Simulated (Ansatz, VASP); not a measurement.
**One calculation of BN, two programs**

```xyz
2
Lattice="0.0000 1.8075 1.8617 1.8075 0.0000 1.8617 1.8075 1.8075 0.0000" Properties=species:S:1:pos:R:3 pbc="T T T"
B     0.0000    0.0000    0.0000
N     0.9038    0.9038    0.9309
```

Change from the starting cell: z stretched by +3 %, ions relaxed.

Alike in both runs: task relaxation of the atoms; functional PBE; k mesh 14 × 14 × 14; occupations fermi-dirac, width 0.02 eV; no spin polarisation.

|  | VASP | Ansatz |
| --- | --- | --- |
| version | VASP 6.6.1 | Ansatz 0.2.0 |
| potentials or method | VASP PAW PBE potentials, release 64 (B, N) | plane-wave PAW, scalar-relativistic |
| plane-wave cutoff (eV) | 520 | 420 |
| valence electrons in the cell | 8 | 8 |

VASP gave:

```
gap on the k mesh at the Fermi level, each at its own relaxed structure (eV) : 4.17
```

Estimate Ansatz's values.

gap on the k mesh at the Fermi level, each at its own relaxed structure (eV): 4.18.

Ansatz's warnings: stress scf threshold loose.

Noted on VASP's run: the relaxation stopped at its first step, so nothing moved.
